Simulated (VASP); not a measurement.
# AlAs (F-43m) in VASP: single point with r2SCAN

Aim: the single point of AlAs with r2SCAN.

Everything below comes from runs of VASP 6.6.1. Logs are shortened: lines on timing, memory, paths and dates and some standing lists are left out, and cuts for length are marked.

### 1 The cell of the first run

It takes space group F-43m (No. 216, cubic). Conventional cell: a = 5.611 Å, b = 5.611 Å, c = 5.611 Å, α = 90.00°, β = 90.00°, γ = 90.00°. Within 3.2 Å of Al (site symmetry -43m) lie 4 As at 2.43 Å. Within 3.2 Å of As (site symmetry -43m) lie 4 Al at 2.43 Å.

### 2 Single point, r2SCAN

Input file POSCAR:

```
AlAs
1.0
    0.0000000000      2.8055160000      2.8055160000
    2.8055160000      0.0000000000      2.8055160000
    2.8055160000      2.8055160000      0.0000000000
Al As
1 1
Direct
    0.0000000000      0.0000000000      0.0000000000
    0.2500000000      0.2500000000      0.2500000000
```

Input file INCAR.step1:

```
SYSTEM = AlAs
ALGO = Normal
EDIFF = 1E-5
ENCUT = 550
GGA = PE
GGA_COMPAT = .False.
ISMEAR = -1
LASPH = .True.
LCHARG = .False.
LREAL = .False.
LWAVE = .True.
NBANDS = 11
NELM = 120
PREC = Accurate
SIGMA = 0.0272
```

Input file INCAR.step2:

```
SYSTEM = AlAs
ALGO = Normal
EDIFF = 1E-6
ENCUT = 550
GGA_COMPAT = .False.
ISIF = 2
ISMEAR = -1
ISTART = 1
LASPH = .True.
LCHARG = .False.
LMIXTAU = .True.
LREAL = .False.
LWAVE = .False.
METAGGA = R2SCAN
NBANDS = 11
NELM = 120
PREC = Accurate
SIGMA = 0.0272
```

Input file KPOINTS:

```
k-points
0
Gamma
  8 8 8
  0 0 0
```

Potentials or basis: VASP PAW PBE potentials, release 64 (Al, As).

Command:

```bash
cat potpaw_PBE.64/Al/POTCAR potpaw_PBE.64/As/POTCAR > POTCAR
cp INCAR.step1 INCAR
mpirun -np 1 vasp_std > vasp.out
cp INCAR.step2 INCAR
mpirun -np 1 vasp_std > vasp.out
```

OUTCAR:

```text
SYSTEM = AlAs
   EDIFF = 1E-6
   ENCUT = 550
   ISIF = 2
   ISMEAR = -1
   ISTART = 1
   LASPH = .True.
   LREAL = .False.
   METAGGA = R2SCAN
   NELM = 120
   PREC = Accurate

 ion  position               nearest neighbor table
   1  0.000  0.000  0.000-   2 2.43   2 2.43   2 2.43   2 2.43
   2  0.250  0.250  0.250-   1 2.43   1 2.43   1 2.43   1 2.43

  LATTYP: Found a face centered cubic cell.
 ALAT       =     5.6110320000

  Lattice vectors:

 A1 = (   0.0000000000,   2.8055160000,   2.8055160000)
 A2 = (   2.8055160000,   0.0000000000,   2.8055160000)
 A3 = (   2.8055160000,   2.8055160000,   0.0000000000)

Analysis of symmetry for initial positions (statically):
=====================================================================
 Subroutine PRICEL returns:
 Original cell was already a primitive cell.

 Routine SETGRP: Setting up the symmetry group for a
 face centered cubic supercell.

 Subroutine GETGRP returns: Found 24 space group operations
 (whereof 24 operations were pure point group operations)
 out of a pool of 48 trial point group operations.

The static configuration has the point symmetry T_d .

Analysis of symmetry for dynamics (positions and initial velocities):
=====================================================================
 Subroutine PRICEL returns:
 Original cell was already a primitive cell.

 Routine SETGRP: Setting up the symmetry group for a
 face centered cubic supercell.

 Subroutine GETGRP returns: Found 24 space group operations
 (whereof 24 operations were pure point group operations)
 out of a pool of 48 trial point group operations.

The dynamic configuration has the point symmetry T_d .

 Subroutine INISYM returns: Found 24 space group operations
 (whereof 24 operations are pure point group operations),
 and found     1 'primitive' translations

----------------------------------------------------------------------------------------

                                     Primitive cell

  volume of cell :      44.1640

  direct lattice vectors                    reciprocal lattice vectors
     0.000000000  2.805516000  2.805516000    -0.178220335  0.178220335  0.178220335
     2.805516000  0.000000000  2.805516000     0.178220335 -0.178220335  0.178220335
     2.805516000  2.805516000  0.000000000     0.178220335  0.178220335 -0.178220335

  length of vectors
     3.967598777  3.967598777  3.967598777     0.308686674  0.308686674  0.308686674

  position of ions in fractional coordinates (direct lattice)
     0.000000000  0.000000000  0.000000000
     0.250000000  0.250000000  0.250000000

  ion indices of the primitive-cell ions
   primitive index   ion index
                 1           1
[... 83 lines left out ...]
   PSTRESS=    0.0 pullay stress
   NELECT =       8.0000    total number of electrons
   NUPDOWN=      -1.0000    fix difference up-down
   EMIN   =  10.00;   EMAX   =-10.00  energy-range for DOS
   EFERMI =   0.00;   METHOD = LEGACY
   ISMEAR =    -1;   SIGMA  =   0.03  broadening in eV -4-tet -1-fermi 0-gaus
   EFERMI_NEDOS =   21; number of points for ismear=-14 and -15
   IALGO  =     38    algorithm
   IMIX   =      4    mixing-type and parameters
     AMIX     =   0.40;   BMIX     =  1.00
     AMIX_MAG =   1.60;   BMIX_MAG =  1.00
  volume/ion in A,a.u.               =      22.08       149.02
  Fermi-wavevector in a.u.,A,eV,Ry     =   0.926294  1.750441 11.674073  0.858020
  Thomas-Fermi vector in A             =   2.052241
   LORBIT       =      0    0 simple, 1 ext, 2 COOP (PROOUT), +10 PAW based schemes
   METAGGA = R2SCAN    functional components
   LHFCALC =     F    Hartree Fock is set to
   AEXX    =    0.0000 exact exchange contribution
   IVDW    =     0    specifies the selected vdW correction
   LEPSILON=     F    determine dielectric tensor
   LRPA    =     F    only Hartree local field effects (RPA)
 non-spin polarized calculation
  energy-cutoff  :      550.00
  volume of cell :       44.16
 maximum number of plane-waves:      1308
   NGX = 15   NGY = 15   NGZ = 15

 number of electron       8.0000001 magnetization

 Free energy of the ion-electron system (eV)
  ---------------------------------------------------
  ext. energy  EPLUGINS =         0.00000000
  ---------------------------------------------------
  free energy    TOTEN  =       -22.68181628 eV

  energy without entropy =      -22.68181628  energy(sigma->0) =      -22.68181628

 E-fermi :   4.4904     XC(G=0):  -9.5544

 val. band max:        3.8929966953   @ k =   0.0000   0.0000   0.0000
 cond. band min:       5.6423707594   @ k =   0.5000   0.5000   0.0000
 fundamental gap:      1.7493740642
 Fermi energy:         4.4904121344

 k-point     1 :       0.0000    0.0000    0.0000
  band No.  band energies     occupation
      1      -8.5812      2.00000
      2       3.8930      2.00000
      3       3.8930      2.00000
      4       3.8930      2.00000
      5       6.8318      0.00000
      6       8.6545      0.00000
      7       8.6545      0.00000
      8       8.6545      0.00000
      9      13.4666      0.00000
     10      13.4666      0.00000
     11      13.8051      0.00000
[... 309 lines left out ...]
 k-point    24 :      -0.3750    0.2500    0.1250
  band No.  band energies     occupation
      1      -6.7441      2.00000
      2      -1.5757      2.00000
      3       1.0937      2.00000
      4       2.2696      2.00000
      5       8.0662      0.00000
      6       8.6427      0.00000
      7      11.2364      0.00000
      8      12.2243      0.00000
      9      13.0518      0.00000
     10      15.7907      0.00000
     11      17.2435      0.00000

 [... further k-points ...]

------------------------ aborting loop because EDIFF is reached ----------------------------------------

  FORCE on cell =-STRESS in cart. coord.  units (eV):
  Direction    XX          YY          ZZ          XY          YZ          ZX
  --------------------------------------------------------------------------------------
  -------------------------------------------------------------------------------------
  Total        0.7946065      0.7946065      0.7946065     -0.0000000      0.0000000     -0.0000000
  in kB       28.8266684     28.8266684     28.8266684     -0.0000000      0.0000000     -0.0000000
  external PRESSURE =      28.8266684 kB  Pullay stress =       0.0000000 kB

 VOLUME and BASIS-vectors are now :
 -----------------------------------------------------------------------------
  energy-cutoff  :      550.00
  volume of cell :       44.16
      direct lattice vectors                 reciprocal lattice vectors
     0.000000000  2.805516000  2.805516000    -0.178220335  0.178220335  0.178220335
     2.805516000  0.000000000  2.805516000     0.178220335 -0.178220335  0.178220335
     2.805516000  2.805516000  0.000000000     0.178220335  0.178220335 -0.178220335

 POSITION                                       TOTAL-FORCE (eV/Angst)
 -----------------------------------------------------------------------------------
      0.00000      0.00000      0.00000        -0.000000     -0.000000     -0.000000
      1.40276      1.40276      1.40276         0.000000      0.000000      0.000000
 -----------------------------------------------------------------------------------
    total drift:                                0.000000      0.000000      0.000000

  FREE ENERGIE OF THE ION-ELECTRON SYSTEM (eV)
  ---------------------------------------------------
  free  energy   TOTEN  =       -22.6818162778 eV

  energy  without entropy=      -22.6818162778  energy(sigma->0) =      -22.68181628
```

Wall time 96 s (1 thread of AMD EPYC 7R43 (Zen 3), shared host); peak memory 0.14 GiB.

What came out:

```yaml
Free_energy: -22.6818 eV
Pressure: 2.9 GPa
Band_gap_on_the_k_mesh: 1.75 eV (least direct gap 2.94 eV)
```

Caveat: the PAW data sets were made with another functional, which shifts forces and pressure a little. A k mesh can miss the band edges.
